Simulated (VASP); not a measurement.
A run of VASP 6.6.1 is set up as follows.

File POSCAR:

```
Ta3N
1.0
    3.0747618715      0.0000000000      0.0000000000
   -1.5373809358      2.6628218913      0.0000000000
    0.0000000000      0.0000000000      7.1919401616
Ta N
3 1
Direct
    0.0000000000      0.0000000000      0.5000000000
    0.3333333333      0.6666666667      0.1755176138
    0.6666666667      0.3333333333      0.8244823862
    0.0000000000      0.0000000000      0.0000000000
```

File INCAR.step1:

```
SYSTEM = Ta3N
ALGO = Normal
EDIFF = 1E-4
ENCUT = 520
GGA = PE
ISMEAR = 0
LASPH = .True.
LCHARG = .False.
LREAL = .False.
LWAVE = .True.
NBANDS = 27
NELM = 100
PREC = Accurate
SIGMA = 0.15
```

The input INCAR.step2:

```
SYSTEM = Ta3N
ALGO = Normal
EDIFF = 1E-7
ENCUT = 520
ISIF = 2
ISMEAR = 0
ISTART = 1
LASPH = .True.
LCHARG = .True.
LELF = .True.
LMIXTAU = .True.
LREAL = .False.
LVHAR = .True.
LWAVE = .False.
METAGGA = R2SCAN
NBANDS = 27
NELM = 100
PREC = Accurate
SIGMA = 0.15
```

Contents of KPOINTS:

```
k-points
0
Gamma
  24 24 8
  0 0 0
```

Potentials or basis: VASP PAW PBE potentials, release 64 (Ta_pv, N).

Run with:

```sh
$ cat potpaw_PBE.64/Ta_pv/POTCAR potpaw_PBE.64/N/POTCAR > POTCAR
$ cp INCAR.step1 INCAR
$ mpirun -np 1 vasp_std > vasp.out
$ cp INCAR.step2 INCAR
$ mpirun -np 1 vasp_std > vasp.out
```

Problem. Estimate the band gap on the k mesh.

Solution. Zero (bands 19 and 20 overlap by 0.74 eV).

Problem. What does it give for the largest force?

Solution. 0.534 eV/Å.

Problem. Predict the pressure.

Solution. 1.4 GPa.

Stress tensor (GPa, compression positive):
```
-2.49  0.00  0.00
 0.00 -2.49  0.00
 0.00  0.00  9.14
```

Caveat: the stress differs along the axes, from -2 to 9 GPa; the PAW data sets were made with another functional, which shifts forces and pressure a little; spin-orbit coupling is left out, which moves the levels of the heavy elements.
